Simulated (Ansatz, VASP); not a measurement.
Two plane-wave programs on SnO2

```xyz
6
Lattice="4.7602 0.0000 -0.0476 0.0000 4.7602 0.0000 -0.0320 0.0000 3.2008" Properties=species:S:1:pos:R:3 pbc="T T T"
Sn    0.0000    0.0000    0.0000
Sn    2.3641    2.3801    1.5766
O     1.4562    1.4562   -0.0146
O     3.8203    0.9239    1.5620
O     0.9079    3.8363    1.5912
O     3.3040    3.3040   -0.0330
```

Change from the starting cell: strain e5 = -0.02, atoms carried along.

Alike in both runs: task single point; functional r2SCAN; k mesh 6 × 6 × 10; occupations gaussian, width 0.05 eV; no spin polarisation.

```csv
,VASP,Ansatz
version,VASP 6.6.1,Ansatz 0.2.0
potentials or method,"VASP PAW PBE potentials, release 64 (Sn_d, O), cutoff 520 eV","scalar-relativistic, plane waves, PAW"
valence electrons in the cell,52,52
```

VASP gave:

| Quantity | Value |
| --- | --- |
| gap on the k mesh at the Fermi level (eV) | 1.79 |
| least direct gap on the mesh (eV) | 1.79 |
| pressure (GPa) | 1.2 |
| traceless stress, the component that is largest in VASP (GPa) | 2.42 |
| rms of the force components (eV/Å) | 0.055 |

Question: What did Ansatz give for the same quantities?

Answer: gap on the k mesh at the Fermi level (eV): 1.77; least direct gap on the mesh (eV): 1.77; pressure (GPa): 0.1; traceless stress, the component that is largest in VASP (GPa): 2.35; rms of the force components (eV/Å): 0.048.

VASP's potentials were made for PBE, not for r2SCAN. Atom by atom the forces differ by 0.014 eV/Å (rms over components).
